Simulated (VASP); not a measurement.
Input of a VASP 6.6.1 run:

INCAR

```
SYSTEM = Rb
PREC = Accurate
ENCUT = 520
EDIFF = 1E-6
ISMEAR = -1
SIGMA = 0.05
LREAL = .FALSE.
LASPH = .TRUE.
NELM = 80
ALGO = Normal
ISIF = 2
LWAVE = .FALSE.
LCHARG = .FALSE.
GGA = PE
NBANDS = 10
```

Contents of KPOINTS:

```
regular mesh
0
G
  9 9 8
  0 0 0
```

The input POSCAR:

```
Rb
1.0
    3.5990613790      0.0000000000      0.0000000000
   -1.7995306895      3.1168785840      0.0000000000
    0.0000000000      0.0000000000      3.3831176962
Rb
1
Direct
    0.0000000000      0.0000000000      0.0000000000
```

Potentials or basis: VASP PAW PBE potentials, release 64 (Rb_sv).

The run is started by

```sh
$ cat potpaw_PBE.64/Rb_sv/POTCAR > POTCAR
$ mpirun -np 1 vasp_std > vasp.out
```

**Question.** Estimate the pressure.

**Answer.** 9.4 GPa.

**Question.** Estimate the band gap on the k mesh.

**Answer.** Zero (an odd number of electrons rules out a gap without spin polarisation).

Stress tensor (GPa, compression positive):
```
9.52 0.00 0.00
0.00 9.52 0.00
0.00 0.00 9.14
```

Caveat: the cell stands under pressure.
